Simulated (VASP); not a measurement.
Set up this calculation in VASP 6.6.1, as the native input.

```
Task                   : single point
Functional             : PBE
Potentials or basis    : VASP PAW PBE potentials, release 64 (Bi_d, Pd, Br)
Cutoff                 : 520 eV
k mesh                 : 8 × 8 × 4
Occupations            : gaussian, width 0.1 eV
Spin                   : no spin polarisation
Dipole correction      : no
Further INCAR settings : ALGO = Normal; EDIFF = 1e-06; NBANDS = 42
```

The structure of Bi2Pd3Br lies in POSCAR:

```
Bi2Pd3Br
1.0
    3.6926220274      0.0000000000      0.0000000000
    0.0000000000      3.6926220274      0.0000000000
    0.0000000000      0.0000000000     10.6910952959
Bi Pd Br
2 3 1
Direct
    0.5000000000      0.5000000000      0.6578865768
    0.5000000000      0.5000000000      0.3421134232
    0.0000000000      0.0000000000      0.5000000000
    0.0000000000      0.0000000000      0.2331784138
    0.0000000000      0.0000000000      0.7668215862
    0.0000000000      0.0000000000      0.0000000000
```

The input as run:

INCAR

```
PREC = Accurate
ENCUT = 520
EDIFF = 1E-6
ISMEAR = 0
SIGMA = 0.1
LREAL = F
LASPH = T
NELM = 60
ALGO = Normal
ISIF = 2
LWAVE = F
LCHARG = F
GGA = PE
NBANDS = 42
```

KPOINTS

```
regular mesh
0
Gamma
  8 8 4
```

Potentials or basis: VASP PAW PBE potentials, release 64 (Bi_d, Pd, Br).

Command:

```sh
$ cat potpaw_PBE.64/Bi_d/POTCAR potpaw_PBE.64/Pd/POTCAR potpaw_PBE.64/Br/POTCAR > POTCAR
$ mpirun -np 1 vasp_std > vasp.out
```

Results of the run:

```
Pressure               : 0.0 GPa
Largest force          : 0.006 eV/Å
Band gap on the k mesh : zero (an odd number of electrons rules out a gap without spin polarisation)
```

Caveat: spin-orbit coupling is left out, which moves the levels of the heavy elements; an odd number of electrons without spin polarisation forces a metal; a magnetic or distorted state may lie lower.

Run time: 2.5 min on 1 thread of Oxide Virtual Turin-like Processor, with other jobs on the host, peak memory 0.37 GiB.
